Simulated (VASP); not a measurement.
Here is a VASP 6.6.1 calculation.

The input INCAR:

```
SYSTEM = Zr
  PREC = Accurate
  ENCUT = 500
  EDIFF = 1E-6
  ISMEAR = 0
  SIGMA = 0.1
  LREAL = .False.
  LASPH = .True.
  NELM = 120
  ALGO = Normal
  ISIF = 2
  LWAVE = .False.
  LCHARG = .False.
  GGA = PS
  NBANDS = 19
  GGA_COMPAT = .False.
```

File KPOINTS:

```
Automatic mesh
0
Gamma
  6 6 6
  0 0 0
```

File POSCAR:

```
Zr
1.0
    0.0000000000      3.0702503457      3.0702503457
    3.0702503457      0.0000000000      3.0702503457
    3.0702503457      3.0702503457      0.0000000000
Zr
2
Direct
    0.5000000000      0.5000000000      0.5000000000
    0.7500000000      0.7500000000      0.7500000000
```

Potentials or basis: VASP PAW PBE potentials, release 64 (Zr_sv).

Run with:

```bash
$ cat potpaw_PBE.64/Zr_sv/POTCAR > POTCAR
$ mpirun -np 1 vasp_std > vasp.out
```

Task: What does it give for the band gap on the k mesh?

Result: Zero (bands 12 and 13 overlap by 0.26 eV).

Task: What does it give for the pressure?

Result: 0.1 GPa.

Caveat: the PAW data sets were made with another functional, which shifts forces and pressure a little.
